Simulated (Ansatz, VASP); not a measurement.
# One calculation of Nb2Te5, two programs

```
Nb Te
1.0
     3.59515    0.00000    0.00000
    -1.79757    3.11349    0.00000
     0.00000    0.00000   18.33733
Nb Te
2 5
Direct
  0.00000 0.00000 0.71791
  0.00000 0.00000 0.28209
  0.66667 0.33333 0.82099
  0.33333 0.66667 0.61482
  0.33333 0.66667 0.17901
  0.66667 0.33333 0.38518
  0.00000 0.00000 0.00000
```

Alike in both runs: functional PBE; k mesh 12 × 12 × 2; occupations gaussian, width 0.1 eV; no spin polarisation.

Ansatz relaxed the structure, and its values are those at the end. VASP's run is a single point on that final structure, the one shown.

|  | VASP | Ansatz |
| --- | --- | --- |
| version | VASP 6.6.1 | Ansatz 0.2.0 |
| potentials or method | VASP PAW PBE potentials, release 64 (Nb_sv, Te), cutoff 520 eV | scalar-relativistic, plane waves, PAW |
| valence electrons in the cell | 56 | 106 |

|  | VASP | Ansatz | Ansatz less VASP |
| --- | --- | --- | --- |
| gap on the k mesh at the Fermi level (eV) | none | none | - |
| pressure (GPa) | -0.1 | 0.0 | +0.09 |
| rms of the force components (eV/Å) | 0.003 | 0.000 | -0.0032 |

A gap of «none» marks a metal or a gap that the smearing closes. The functional is the same, so the differences come from potentials, cutoffs and numerics. VASP's potentials hold 56 valence electrons a cell and Ansatz's 106, so a difference there can come from the potentials and not from the codes.

Neither program's run includes spin-orbit coupling.
